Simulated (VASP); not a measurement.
Input of a VASP 6.6.1 run:

The input POSCAR:

```
BeTe
1.0
    4.0308527926      0.0000000000      0.0000000000
   -2.0154263963      3.4908209173      0.0000000000
    0.0000000000      0.0000000000      8.1440402198
Be Te
2 2
Direct
    0.3333333333      0.6666666667      0.2500000000
    0.6666666667      0.3333333333      0.7500000000
    0.6666666667      0.3333333333      0.2500000000
    0.3333333333      0.6666666667      0.7500000000
```

The input INCAR.step1:

```
PREC = Accurate
ENCUT = 520
ISMEAR = 0
SIGMA = 0.01
LREAL = F
LASPH = T
NELM = 80
NBANDS = 16
GGA = PE
ALGO = Normal
EDIFF = 1E-4
LWAVE = T
LCHARG = F
```

Contents of INCAR.step2:

```
PREC = Accurate
ENCUT = 520
EDIFF = 1E-7
ISMEAR = 0
SIGMA = 0.01
LREAL = F
LASPH = T
NELM = 80
ALGO = Normal
ISIF = 2
LWAVE = F
LCHARG = F
METAGGA = R2SCAN
LMIXTAU = T
NBANDS = 16
ISTART = 1
```

KPOINTS

```
Automatic mesh
0
Gamma
  6 6 2
```

Potentials or basis: VASP PAW PBE potentials, release 64 (Be, Te).

Command:

```sh
$ cat potpaw_PBE.64/Be/POTCAR potpaw_PBE.64/Te/POTCAR > POTCAR
$ cp INCAR.step1 INCAR
$ mpirun -np 1 vasp_std > vasp.out
$ cp INCAR.step2 INCAR
$ mpirun -np 1 vasp_std > vasp.out
```

Question: Predict the band gap on the k mesh.

Answer: 3.23 eV, indirect (least direct gap 3.33 eV).

Question: Predict the pressure.

Answer: 0.0 GPa.

Stress tensor (GPa, compression positive):
```
 0.09  0.00  0.00
 0.00  0.09  0.00
 0.00  0.00 -0.04
```

Caveat: the PAW data sets were made with another functional, which shifts forces and pressure a little; spin-orbit coupling is left out, which moves the levels of the heavy elements. r2SCAN opens gaps a little over a GGA but as a rule still falls short of measured ones.
